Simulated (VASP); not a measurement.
A run of VASP 6.6.1:

The input POSCAR:

```
Hf
1.0
   -1.7881413000      1.7881413000      1.7881413000
    1.7881413000     -1.7881413000      1.7881413000
    1.7881413000      1.7881413000     -1.7881413000
Hf
1
Direct
    0.0000000000      0.0000000000      0.0000000000
```

File INCAR.step1:

```
ALGO = Normal
EDIFF = 1E-4
ENCUT = 520
GGA = PE
ISMEAR = 0
LASPH = T
LCHARG = F
LREAL = F
LWAVE = T
NBANDS = 11
NELM = 100
PREC = Accurate
SIGMA = 0.1
```

The input INCAR.step2:

```
ALGO = Normal
EDIFF = 1E-7
ENCUT = 520
ISIF = 2
ISMEAR = 0
ISTART = 1
LASPH = T
LCHARG = T
LELF = T
LMIXTAU = T
LREAL = F
LVHAR = T
LWAVE = F
METAGGA = R2SCAN
NBANDS = 11
NELM = 100
PREC = Accurate
SIGMA = 0.1
```

KPOINTS

```
k-points
0
Gamma
  16 16 16
```

Potentials or basis: VASP PAW PBE potentials, release 64 (Hf_pv).

Run with:

```console
$ cat potpaw_PBE.64/Hf_pv/POTCAR > POTCAR
$ cp INCAR.step1 INCAR
$ mpirun -np 1 vasp_std > vasp.out
$ cp INCAR.step2 INCAR
$ mpirun -np 1 vasp_std > vasp.out
```

Hardware: 1 thread of AMD EPYC 9R45 (Zen 5) (shared host).

**Question.** Estimate the wall time of this run.

**Answer.** It took 2.7 min on 1 thread of AMD EPYC 9R45 (Zen 5), on a shared host, peak memory 0.13 GiB. Counts: k points 145.
